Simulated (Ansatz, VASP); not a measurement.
One calculation of Al, two programs

```
Al
1.0
    -3.96256    3.96256    0.00000
    -3.96256    0.00000    3.96256
     0.00000    3.96256    3.96256
Al
8
Direct
  0.97476 0.02524 0.97476
  0.50000 0.00000 0.00000
  0.00000 0.50000 0.00000
  0.00000 0.00000 0.50000
  0.50000 0.50000 0.00000
  0.50000 0.00000 0.50000
  0.00000 0.50000 0.50000
  0.50000 0.50000 0.50000
```

Alike in both runs: task single point; functional PBEsol; dispersion D3(BJ); k mesh 14 × 14 × 14; occupations gaussian, width 0.15 eV; no spin polarisation.

|  | VASP | Ansatz |
| --- | --- | --- |
| version | VASP 6.6.1 | Ansatz 0.2.0 |
| potentials or method | VASP PAW PBE potentials, release 64 (Al), cutoff 520 eV | scalar-relativistic, plane waves, PAW |
| valence electrons in the cell | 24 | 24 |

|  | VASP | Ansatz | Ansatz less VASP |
| --- | --- | --- | --- |
| gap on the k mesh at the Fermi level (eV) | none | none | - |
| pressure (GPa) | 0.5 | 0.5 | -0.08 |
| traceless stress, the component that is largest in VASP (GPa) | 0.07 | 0.07 | 0.000 |
| rms of the force components (eV/Å) | 0.301 | 0.299 | -0.0017 |

VASP's potentials were made for PBE, not for PBEsol. Atom by atom the forces differ by 0.002 eV/Å (rms over components). A gap of «none» marks a metal or a gap that the smearing closes.
